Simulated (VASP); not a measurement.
Wanted: the native input for a VASP 6.6.1 run.

* Task: single point
* Functional: LDA
* Potentials or basis: VASP PAW LDA potentials, release 64 (Ba_sv)
* Cutoff: 520 eV
* k mesh: 9 × 9 × 9
* Occupations: fermi-dirac, width 0.1 eV
* Spin: no spin polarisation
* Dipole correction: no
* Further INCAR settings: ALGO = Normal; EDIFF = 1e-07; NBANDS = 11

The structure of Ba lies in POSCAR:

```
Ba
1.0
    0.0000000000      2.9943435877      2.9943435877
    2.9943435877      0.0000000000      2.9943435877
    2.9943435877      2.9943435877      0.0000000000
Ba
1
Direct
    0.0000000000      0.0000000000      0.0000000000
```

This isn't the form of Ba at room conditions, which is bcc.

One way to write it, as run:

INCAR

```
PREC = Accurate
ENCUT = 520
EDIFF = 1E-7
ISMEAR = -1
SIGMA = 0.1
LREAL = F
LASPH = T
NELM = 60
ALGO = Normal
ISIF = 2
LWAVE = F
LCHARG = T
LELF = T
LVHAR = T
NBANDS = 11
```

KPOINTS

```
Automatic mesh
0
Gamma
  9 9 9
```

Potentials or basis: VASP PAW LDA potentials, release 64 (Ba_sv).

Launch:

```sh
$ cat potpaw_LDA.64/Ba_sv/POTCAR > POTCAR
$ mpirun -np 1 vasp_std > vasp.out
```

It gave:

```json
{
  "Pressure": "0.1 GPa",
  "Band gap on the k mesh": "zero (bands 5 and 6 overlap by 0.39 eV)"
}
```

Caveat: spin-orbit coupling is left out, which moves the levels of the heavy elements.

Wall time 20 s on 1 thread of Intel(R) Xeon(R) Platinum 8259CL CPU @ 2.50GHz (Skylake/Cascade Lake), on a shared host, peak memory 0.16 GiB.
